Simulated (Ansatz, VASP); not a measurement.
## One calculation of Os, two programs

```
CELL_PARAMETERS angstrom
0.00000 2.73351 4.18089
2.43181 0.00000 4.18089
2.43181 2.73351 0.00000
ATOMIC_POSITIONS crystal
Os 0.50000 0.00000 0.00000
Os 0.00000 0.50000 0.50000
Os 0.50000 0.50000 0.50000
```

Alike in both runs: functional PBE; k mesh 14 × 14 × 14; occupations gaussian, width 0.1 eV; no spin polarisation.

Ansatz relaxed the structure, and its values are those at the end. VASP's run is a single point on that final structure, the one shown.

|  | VASP | Ansatz |
| --- | --- | --- |
| version | VASP 6.6.1 | Ansatz 0.2.0 |
| potentials or method | VASP PAW PBE potentials, release 64 (Os), cutoff 520 eV | scalar-relativistic, plane waves, PAW |
| valence electrons in the cell | 24 | 48 |

Ansatz gave:

| Quantity | Value |
| --- | --- |
| gap on the k mesh at the Fermi level (eV) | none |
| pressure (GPa) | 0.0 |

**Question.** What did VASP give for the same quantities?

**Answer.** gap on the k mesh at the Fermi level (eV): none; pressure (GPa): -0.3.

A gap of «none» marks a metal or a gap that the smearing closes. The functional is the same, so the differences come from potentials, cutoffs and numerics. VASP's potentials hold 24 valence electrons a cell and Ansatz's 48, so a difference there can come from the potentials and not from the codes.

Neither program's run includes spin-orbit coupling.
